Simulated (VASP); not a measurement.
**Ta: single point with PBE**

Crystal: Ta.

```
Ta
1.0
    -1.65128    1.65128    1.65128
     1.65128   -1.65128    1.65128
     1.65128    1.65128   -1.65128
Ta
1
Direct
  0.00000 0.00000 0.00000
```

```yaml
Program: VASP 6.6.1
Task: single point
Functional: PBE
Potentials_or_basis: VASP PAW PBE potentials, release 64 (Ta_pv)
Cutoff: 520 eV
k_mesh: 11 × 11 × 11
Occupations: gaussian, width 0.028 eV
Spin: no spin polarisation
```

```
Pressure : 2.2 GPa
```

Levels at points of the mesh, in eV from the Fermi level:
```csv
k point,band 3,band 4,band 5,band 6,band 7,band 8
"(0.00, 0.00, 0.00)",-33.03,-7.89,0.77,0.77,0.77,4.04
```

Wall time 8.7 s on 1 thread of Intel(R) Xeon(R) Platinum 8488C (Sapphire Rapids), on a shared host, peak memory 0.14 GiB.

Caveat: spin-orbit coupling is left out, which moves the levels of the heavy elements.
